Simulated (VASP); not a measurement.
# TiNi (P4/mmm) in VASP: notebook

TiNi is run at these levels: r2SCAN; tasks: single point.

All numbers are computed with VASP 6.6.1; they aren't measurements. Logs are shortened: lines on timing, memory, paths and dates and some standing lists are left out, and cuts for length are marked.

## 1. The cell of the first run

It takes space group P4/mmm (No. 123, tetragonal). Conventional cell: a = 3.028 Å, b = 3.028 Å, c = 2.899 Å, α = 90.00°, β = 90.00°, γ = 90.00°. Ti (site symmetry 4/mmm) has 8 Ni at 2.59 Å and 6 Ti at 2.90 to 3.03 Å within 3.4 Å. Within 3.4 Å of Ni (site symmetry 4/mmm) lie 8 Ti at 2.59 Å and 6 Ni at 2.90 to 3.03 Å.

## 2. Single point, r2SCAN (uniaxial strain along c: -3.0 %, then relaxed in part)

The input, POSCAR:

```
TiNi
1.0
    3.0277224988      0.0000000000      0.0000000000
    0.0000000000      3.0277224988      0.0000000000
    0.0000000000      0.0000000000      2.8991258141
Ti Ni
1 1
Direct
    0.5000000000      0.5000000000      0.5000000000
    0.0000000000      0.0000000000      0.0000000000
```

The input, INCAR.step1:

```
SYSTEM = TiNi
ALGO = Normal ; EDIFF = 1E-4
ENCUT = 520 ; GGA = PE
ISMEAR = 0 ; LASPH = .True.
LCHARG = .False. ; LREAL = .False.
LWAVE = .True. ; NBANDS = 18
NELM = 100 ; PREC = Accurate
SIGMA = 0.1
```

The input, INCAR.step2:

```
SYSTEM = TiNi
ALGO = Normal ; EDIFF = 1E-6
ENCUT = 520 ; ISIF = 2
ISMEAR = 0 ; ISTART = 1
LASPH = .True. ; LCHARG = .False.
LMIXTAU = .True. ; LREAL = .False.
LWAVE = .False. ; METAGGA = R2SCAN
NBANDS = 18 ; NELM = 100
PREC = Accurate ; SIGMA = 0.1
```

The input, KPOINTS:

```
k-points
0
Gamma
  18 18 18
  0 0 0
```

Potentials or basis: VASP PAW PBE potentials, release 64 (Ti_sv, Ni).

On the command line:

```console
$ cat potpaw_PBE.64/Ti_sv/POTCAR potpaw_PBE.64/Ni/POTCAR > POTCAR
$ cp INCAR.step1 INCAR
$ mpirun -np 1 vasp_std > vasp.out
$ cp INCAR.step2 INCAR
$ mpirun -np 1 vasp_std > vasp.out
```

OUTCAR:

```text
SYSTEM = TiNi
   EDIFF = 1E-6
   ENCUT = 520
   ISIF = 2
   ISMEAR = 0
   ISTART = 1
   LASPH = .True.
   LREAL = .False.
   METAGGA = R2SCAN
   NELM = 100
   PREC = Accurate

 ion  position               nearest neighbor table
   1  0.500  0.500  0.500-   2 2.59   2 2.59   2 2.59   2 2.59   2 2.59   2 2.59   2 2.59   2 2.59

   2  0.000  0.000  0.000-   1 2.59   1 2.59   1 2.59   1 2.59   1 2.59   1 2.59   1 2.59   1 2.59

  LATTYP: Found a simple tetragonal cell.
 ALAT       =     3.0277224988
 C/A-ratio  =     0.9575269250

  Lattice vectors:

 A1 = (   3.0277224988,   0.0000000000,   0.0000000000)
 A2 = (   0.0000000000,   3.0277224988,   0.0000000000)
 A3 = (   0.0000000000,   0.0000000000,   2.8991258141)

Analysis of symmetry for initial positions (statically):
=====================================================================
 Subroutine PRICEL returns:
 Original cell was already a primitive cell.

 Routine SETGRP: Setting up the symmetry group for a
 simple tetragonal supercell.

 Subroutine GETGRP returns: Found 16 space group operations
 (whereof 16 operations were pure point group operations)
 out of a pool of 16 trial point group operations.

The static configuration has the point symmetry D_4h.

Analysis of symmetry for dynamics (positions and initial velocities):
=====================================================================
 Subroutine PRICEL returns:
 Original cell was already a primitive cell.

 Routine SETGRP: Setting up the symmetry group for a
 simple tetragonal supercell.

 Subroutine GETGRP returns: Found 16 space group operations
 (whereof 16 operations were pure point group operations)
 out of a pool of 16 trial point group operations.

The dynamic configuration has the point symmetry D_4h.

 Subroutine INISYM returns: Found 16 space group operations
 (whereof 16 operations are pure point group operations),
 and found     1 'primitive' translations

----------------------------------------------------------------------------------------

                                     Primitive cell

  volume of cell :      26.5766

  direct lattice vectors                    reciprocal lattice vectors
     3.027722499  0.000000000  0.000000000     0.330281259  0.000000000  0.000000000
     0.000000000  3.027722499  0.000000000     0.000000000  0.330281259  0.000000000
     0.000000000  0.000000000  2.899125814     0.000000000  0.000000000  0.344931564

  length of vectors
     3.027722499  3.027722499  2.899125814     0.330281259  0.330281259  0.344931564

[... 75 lines left out ...]
   LNONCOLLINEAR =      F non collinear calculations
   LSORBIT =      F    spin-orbit coupling
   LASPH  =      T    aspherical Exc in radial PAW
   ENCUT  =  520.0 eV  38.22 Ry    6.18 a.u.   5.63  5.63  5.39*2*pi/ulx,y,z
   NELM   =    100;   NELMIN=  2; NELMDL=  0     # of ELM steps
   EDIFF  = 0.1E-05   stopping-criterion for ELM
   LREAL  =      F    real-space projection
   EDIFFG = 0.1E-04   stopping-criterion for IOM
   NSW    =      0    number of steps for IOM
   IBRION =     -1    ionic relax: 0-MD 1-quasi-New 2-CG
   NFREE  =      0    steps in history (QN), initial steepest desc. (CG)
   ISIF   =      2    stress and relaxation
   ISYM   =      2    0-nonsym 1-usesym 2-fastsym
   POTIM  = 0.5000    time-step for ionic-motion
   TEBEG  =    0.0;   TEEND  =   0.0 temperature during run
   PSTRESS=    0.0 pullay stress
   NELECT =      22.0000    total number of electrons
   NUPDOWN=      -1.0000    fix difference up-down
   EMIN   =  10.00;   EMAX   =-10.00  energy-range for DOS
   EFERMI =   0.00;   METHOD = LEGACY
   ISMEAR =     0;   SIGMA  =   0.10  broadening in eV -4-tet -1-fermi 0-gaus
   EFERMI_NEDOS =   21; number of points for ismear=-14 and -15
   IALGO  =     38    algorithm
   IMIX   =      4    mixing-type and parameters
     AMIX     =   0.40;   BMIX     =  1.00
     AMIX_MAG =   1.60;   BMIX_MAG =  1.00
  volume/ion in A,a.u.               =      13.29        89.67
  Fermi-wavevector in a.u.,A,eV,Ry     =   1.537149  2.904791 32.148217  2.362827
  Thomas-Fermi vector in A             =   2.643698
   LORBIT       =      0    0 simple, 1 ext, 2 COOP (PROOUT), +10 PAW based schemes
   METAGGA = R2SCAN    functional components
   LHFCALC =     F    Hartree Fock is set to
   AEXX    =    0.0000 exact exchange contribution
   IVDW    =     0    specifies the selected vdW correction
   LEPSILON=     F    determine dielectric tensor
   LRPA    =     F    only Hartree local field effects (RPA)
 non-spin polarized calculation
 Gauss-broadening in eV      SIGMA  =   0.10
  energy-cutoff  :      520.00
  volume of cell :       26.58
 maximum number of plane-waves:       729
 NGX is ok and might be reduce to    24
   NGX = 11   NGY = 11   NGZ = 11

 number of electron      22.0000007 magnetization

 Free energy of the ion-electron system (eV)
  ---------------------------------------------------
  ext. energy  EPLUGINS =         0.00000000
  ---------------------------------------------------
  free energy    TOTEN  =       -25.57407458 eV

  energy without entropy =      -25.56022449  energy(sigma->0) =      -25.56714954

 E-fermi :   9.6550     XC(G=0): -13.5792

 val. band max:        9.6545109832   @ k =   0.0556   0.0000   0.3889
 cond. band min:       9.6574904275   @ k =   0.3889   0.0000   0.1667
 fundamental gap:      0.0029794443
 Fermi energy:         9.6549611693

 k-point     1 :       0.0000    0.0000    0.0000
  band No.  band energies     occupation
      1     -49.9495      2.00000
      2     -25.0202      2.00000
      3     -25.0202      2.00000
      4     -24.9404      2.00000
      5       1.3559      2.00000
      6       5.5114      2.00000
[... 481 lines left out ...]
      5       3.5471      2.00000
      6       6.0565      2.00000
[... 10 lines left out ...]
     17      20.4824      0.00000
     18      23.7207      0.00000

 [... further k-points ...]
[... 5 lines left out ...]
  --------------------------------------------------------------------------------------
  -------------------------------------------------------------------------------------
  Total        0.0811056      0.0811056      0.4147417      0.0000000      0.0000000      0.0000000
  in kB        4.8894774      4.8894774     25.0028246      0.0000000      0.0000000      0.0000000
  external PRESSURE =      11.5939265 kB  Pullay stress =       0.0000000 kB

 VOLUME and BASIS-vectors are now :
 -----------------------------------------------------------------------------
  energy-cutoff  :      520.00
  volume of cell :       26.58
      direct lattice vectors                 reciprocal lattice vectors
     3.027722499  0.000000000  0.000000000     0.330281259  0.000000000  0.000000000
     0.000000000  3.027722499  0.000000000     0.000000000  0.330281259  0.000000000
     0.000000000  0.000000000  2.899125814     0.000000000  0.000000000  0.344931564

 POSITION                                       TOTAL-FORCE (eV/Angst)
 -----------------------------------------------------------------------------------
      1.51386      1.51386      1.44956         0.000000      0.000000      0.000000
      0.00000      0.00000      0.00000         0.000000      0.000000      0.000000
 -----------------------------------------------------------------------------------
    total drift:                                0.000000      0.000000     -0.000000

  FREE ENERGIE OF THE ION-ELECTRON SYSTEM (eV)
  ---------------------------------------------------
  free  energy   TOTEN  =       -25.5740745815 eV

  energy  without entropy=      -25.5602244905  energy(sigma->0) =      -25.56714954
```

Run time: 5.2 min. Hardware: 1 thread of Intel Xeon 6975P-C (Granite Rapids), shared host; peak memory 0.37 GiB.

Results:

```yaml
Free_energy: -25.5741 eV
Pressure: 1.2 GPa
Band_gap_on_the_k_mesh: zero (band 11 reaches 10.15 eV, above the bottom of band 12 at 8.39 eV)
```

Stress tensor (GPa, compression positive):
```
0.49 0.00 0.00
0.00 0.49 0.00
0.00 0.00 2.50
```

Levels at points of the mesh, in eV from the Fermi level:
```
           k point  band 8  band 9  band 10  band 11  band 12  band 13  band 14  band 15
(0.00, 0.00, 0.00)   -2.21   -2.04    -2.04     0.38     0.64     2.66     2.76     2.76
(0.50, 0.00, 0.00)   -2.26   -2.13    -1.76    -0.78    -0.76     0.56     1.00     2.43
(0.50, 0.50, 0.00)   -2.72   -1.42    -0.94     0.09     0.09     0.74     2.46     2.46
(0.00, 0.00, 0.50)   -2.29   -2.29    -1.84    -0.56    -0.39     0.50     0.50     2.26
(0.50, 0.00, 0.50)   -2.97   -1.34    -0.65     0.39     0.52     1.14     2.28     2.41
(0.50, 0.50, 0.50)   -2.38   -2.38    -2.20    -1.38    -1.27     3.25     3.45     6.66
```

Caveat: the cell differs from its parent crystal (uniaxial strain along c: -3.0 %, then relaxed in part); the PAW data sets were made with another functional, which shifts forces and pressure a little.

## 3. Single point, r2SCAN (uniaxial strain along c: -4.5 %, then relaxed in part)

The input, POSCAR:

```
TiNi
1.0
    3.0504882018      0.0000000000      0.0000000000
    0.0000000000      3.0504882018      0.0000000000
    0.0000000000      0.0000000000      2.8542939716
Ti Ni
1 1
Direct
    0.5000000000      0.5000000000      0.5000000000
    0.0000000000      0.0000000000      0.0000000000
```

The input, INCAR.step1:

```
PREC     = Accurate       # precision mode
ENCUT    = 520            # plane-wave cutoff, eV
ISMEAR   = 0              # smearing method
SIGMA    = 0.1            # smearing width, eV
LREAL    = F              # projectors in reciprocal space
LASPH    = T              # aspherical terms in the spheres
NELM     = 80             # most SCF steps
NBANDS   = 18             # bands
GGA      = PE             # functional
ALGO     = Normal         # electronic algorithm
EDIFF    = 1E-4           # SCF threshold, eV
LWAVE    = T              # write WAVECAR
LCHARG   = F              # write CHGCAR
```

The input, INCAR.step2:

```
PREC     = Accurate       # precision mode
ENCUT    = 520            # plane-wave cutoff, eV
EDIFF    = 1E-6           # SCF threshold, eV
ISMEAR   = 0              # smearing method
SIGMA    = 0.1            # smearing width, eV
LREAL    = F              # projectors in reciprocal space
LASPH    = T              # aspherical terms in the spheres
NELM     = 80             # most SCF steps
ALGO     = Normal         # electronic algorithm
ISIF     = 2              # what is computed and relaxed
LWAVE    = F              # write WAVECAR
LCHARG   = F              # write CHGCAR
METAGGA  = R2SCAN         # meta-GGA
LMIXTAU  = T            
NBANDS   = 18             # bands
ISTART   = 1
```

The input, KPOINTS:

```
Automatic mesh
0
Gamma
  18 18 18
```

Potentials or basis: VASP PAW PBE potentials, release 64 (Ti_sv, Ni).

On the command line:

```console
$ cat potpaw_PBE.64/Ti_sv/POTCAR potpaw_PBE.64/Ni/POTCAR > POTCAR
$ cp INCAR.step1 INCAR
$ mpirun -np 1 vasp_std > vasp.out
$ cp INCAR.step2 INCAR
$ mpirun -np 1 vasp_std > vasp.out
```

Run time: 4.9 min. Hardware: 1 thread of Intel Xeon 6975P-C (Granite Rapids), shared host; peak memory 0.37 GiB.

It converged, with:

```yaml
Free_energy: -25.5686 eV
Pressure: 1.2 GPa
Band_gap_on_the_k_mesh: zero (band 11 reaches 10.18 eV, above the bottom of band 12 at 8.41 eV)
```

Stress tensor (GPa, compression positive):
```
0.46 0.00 0.00
0.00 0.46 0.00
0.00 0.00 2.57
```

Levels at points of the mesh, in eV from the Fermi level:
```tsv
k point	band 8	band 9	band 10	band 11	band 12	band 13	band 14	band 15
(0.00, 0.00, 0.00)	-2.26	-2.00	-2.00	0.30	0.71	2.65	2.81	2.81
(0.50, 0.00, 0.00)	-2.27	-2.08	-1.74	-0.84	-0.79	0.50	1.19	2.50
(0.50, 0.50, 0.00)	-2.62	-1.44	-1.03	-0.02	-0.02	0.61	2.53	2.53
(0.00, 0.00, 0.50)	-2.33	-2.33	-1.86	-0.48	-0.23	0.42	0.42	2.22
(0.50, 0.00, 0.50)	-3.00	-1.35	-0.57	0.43	0.64	1.20	2.24	2.43
(0.50, 0.50, 0.50)	-2.39	-2.39	-2.13	-1.40	-1.24	3.21	3.53	6.70
```

Caveat: the cell differs from its parent crystal (uniaxial strain along c: -4.5 %, then relaxed in part); the PAW data sets were made with another functional, which shifts forces and pressure a little.

## 4. Single point, r2SCAN (uniaxial strain along c: -1.5 %, then relaxed in part)

The input, POSCAR:

```
TiNi
1.0
    3.0073743457      0.0000000000      0.0000000000
    0.0000000000      3.0073743457      0.0000000000
    0.0000000000      0.0000000000      2.9439576566
Ti Ni
1 1
Direct
    0.5000000000      0.5000000000      0.5000000000
    0.0000000000      0.0000000000      0.0000000000
```

The input, INCAR.step1:

```
SYSTEM = TiNi
ALGO     = Normal         ! electronic algorithm
EDIFF    = 1E-4           ! SCF threshold, eV
ENCUT    = 520            ! plane-wave cutoff, eV
GGA      = PE             ! functional
ISMEAR   = 0              ! smearing method
LASPH    = .True.         ! aspherical terms in the spheres
LCHARG   = .False.        ! write CHGCAR
LREAL    = .False.        ! projectors in reciprocal space
LWAVE    = .True.         ! write WAVECAR
NBANDS   = 18             ! bands
NELM     = 60             ! most SCF steps
PREC     = Accurate       ! precision mode
SIGMA    = 0.1            ! smearing width, eV
```

The input, INCAR.step2:

```
SYSTEM = TiNi
ALGO     = Normal         ! electronic algorithm
EDIFF    = 1E-7           ! SCF threshold, eV
ENCUT    = 520            ! plane-wave cutoff, eV
ISIF     = 2              ! what is computed and relaxed
ISMEAR   = 0              ! smearing method
ISTART   = 1            
LASPH    = .True.         ! aspherical terms in the spheres
LCHARG   = .False.        ! write CHGCAR
LMIXTAU  = .True.       
LREAL    = .False.        ! projectors in reciprocal space
LWAVE    = .False.        ! write WAVECAR
METAGGA  = R2SCAN         ! meta-GGA
NBANDS   = 18             ! bands
NELM     = 60             ! most SCF steps
PREC     = Accurate       ! precision mode
SIGMA    = 0.1            ! smearing width, eV
```

The input, KPOINTS:

```
k-points
0
Gamma
  18 18 18
  0 0 0
```

On the command line:

```console
$ cat potpaw_PBE.64/Ti_sv/POTCAR potpaw_PBE.64/Ni/POTCAR > POTCAR
$ cp INCAR.step1 INCAR
$ mpirun -np 1 vasp_std > vasp.out
$ cp INCAR.step2 INCAR
$ mpirun -np 1 vasp_std > vasp.out
```

Run time: 12 min. Hardware: 1 thread of Intel Xeon Platinum 8259CL at 2.50GHz (Skylake/Cascade Lake), shared host; peak memory 0.38 GiB.

It converged, with:

```yaml
Free_energy: -25.5782 eV
Pressure: 0.9 GPa
Band_gap_on_the_k_mesh: zero (band 11 reaches 10.12 eV, above the bottom of band 12 at 8.34 eV)
```

Stress tensor (GPa, compression positive):
```
0.54 0.00 0.00
0.00 0.54 0.00
0.00 0.00 1.51
```

Levels at points of the mesh, in eV from the Fermi level:
```tsv
k point	band 9	band 10	band 11	band 12	band 13	band 14
(0.00, 0.00, 0.00)	-2.08	-2.08	0.45	0.58	2.67	2.72
(0.50, 0.00, 0.00)	-2.19	-1.79	-0.73	-0.73	0.61	0.83
(0.50, 0.50, 0.00)	-1.39	-0.86	0.20	0.20	0.87	2.41
(0.00, 0.00, 0.50)	-2.26	-1.82	-0.63	-0.54	0.59	0.59
(0.50, 0.00, 0.50)	-1.35	-0.73	0.34	0.40	1.06	2.32
(0.50, 0.50, 0.50)	-2.35	-2.27	-1.36	-1.30	3.28	3.38
```

Caveat: the cell differs from its parent crystal (uniaxial strain along c: -1.5 %, then relaxed in part); the PAW data sets were made with another functional, which shifts forces and pressure a little. Spin polarisation is off, so any magnetic state and its effect on volume and gap are missing.

## 5. Summary

```tsv
cell	gap on the mesh (eV)	pressure (GPa)
a = 3.028, b = 3.028, c = 2.899 Å, 2 atoms	none	1.2
a = 3.050, b = 3.050, c = 2.854 Å, 2 atoms	none	1.2
a = 3.007, b = 3.007, c = 2.944 Å, 2 atoms	none	0.9
```

Alike in all rows: task single point; level r2SCAN; potentials or basis VASP PAW PBE potentials, release 64 (Ti_sv, Ni); no spin polarisation; k mesh 18 × 18 × 18; cutoff (eV) 520; smearing gaussian 0.1 eV.

Caveats: the PAW data sets were made with another functional, which shifts forces and pressure a little.

Absolute energies hang on the potentials; compare differences alone.
